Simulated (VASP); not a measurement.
Wanted: the native input for a VASP 6.6.1 run.

* Task: single point
* Functional: PBEsol
* Potentials or basis: VASP PAW PBE potentials, release 64 (Ni, Al)
* Cutoff: 520 eV
* k mesh: 9 × 9 × 9
* Occupations: fermi-dirac, width 0.05 eV
* Spin: collinear spin, ferromagnetic start
* Starting moments: [1.0, 0.0] μB
* Dipole correction: no
* Further INCAR settings: ALGO = Normal; EDIFF = 1e-06; NBANDS = 18

The structure of AlNi lies in POSCAR:

```
AlNi
1.0
    2.9375045414      0.0000000000      0.0000000000
    0.0000000000      2.9375045414      0.0000000000
    0.0000000000      0.0000000000      2.9375045414
Ni Al
1 1
Direct
    0.5000000000      0.5000000000      0.5000000000
    0.0000000000      0.0000000000      0.0000000000
```

This cell differs from its parent crystal: volume scaled by 1.06.

The input as run:

INCAR

```
PREC = Accurate
ENCUT = 520
EDIFF = 1E-6
ISMEAR = -1
SIGMA = 0.05
LREAL = F
LASPH = T
NELM = 150
ALGO = Normal
ISIF = 2
LWAVE = F
LCHARG = F
ISPIN = 2
MAGMOM = 1 0
LORBIT = 11
LMAXMIX = 4
GGA = PS
NBANDS = 18
```

KPOINTS

```
regular mesh
0
Gamma
  9 9 9
```

Potentials or basis: VASP PAW PBE potentials, release 64 (Ni, Al).

Command:

```sh
$ cat potpaw_PBE.64/Ni/POTCAR potpaw_PBE.64/Al/POTCAR > POTCAR
$ mpirun -np 1 vasp_std > vasp.out
```

Results of the run:

```
Pressure                                              : -11.3 GPa
Net moment                                            : 0.00 μB per cell
Valence electrons inside the program's atomic spheres : Ni 9.38; Al 0.77
```

Caveat: the PAW data sets were made with another functional, which shifts forces and pressure a little.

It took 16 s on 1 thread of Intel Xeon 6975P-C, with other jobs on the host, peak memory 0.16 GiB.
